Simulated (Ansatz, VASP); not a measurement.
One calculation of CaO, two programs

```
CELL_PARAMETERS angstrom
0.00000 2.41515 2.41515
2.41515 0.00000 2.41515
2.41515 2.41515 0.00000
ATOMIC_POSITIONS crystal
Ca 0.50000 0.50000 0.50000
O 0.00000 0.00000 0.00000
```

Alike in both runs: task single point; functional r2SCAN; k mesh 8 × 8 × 8; occupations gaussian, width 0.02 eV; no spin polarisation.

|  | VASP | Ansatz |
| --- | --- | --- |
| version | VASP 6.6.1 | Ansatz 0.2.0 |
| potentials or method | VASP PAW PBE potentials, release 64 (Ca_sv, O), cutoff 660 eV | scalar-relativistic, plane waves, PAW |
| valence electrons in the cell | 16 | 16 |

```csv
,VASP,Ansatz,Ansatz less VASP
gap on the k mesh at the Fermi level (eV),4.19,4.20,+0.009
least direct gap on the mesh (eV),4.57,4.58,+0.012
pressure (GPa),-1.7,-2.5,-0.81
```

VASP's potentials were made for PBE, not for r2SCAN. The functional is the same, so the differences come from potentials, cutoffs and numerics.
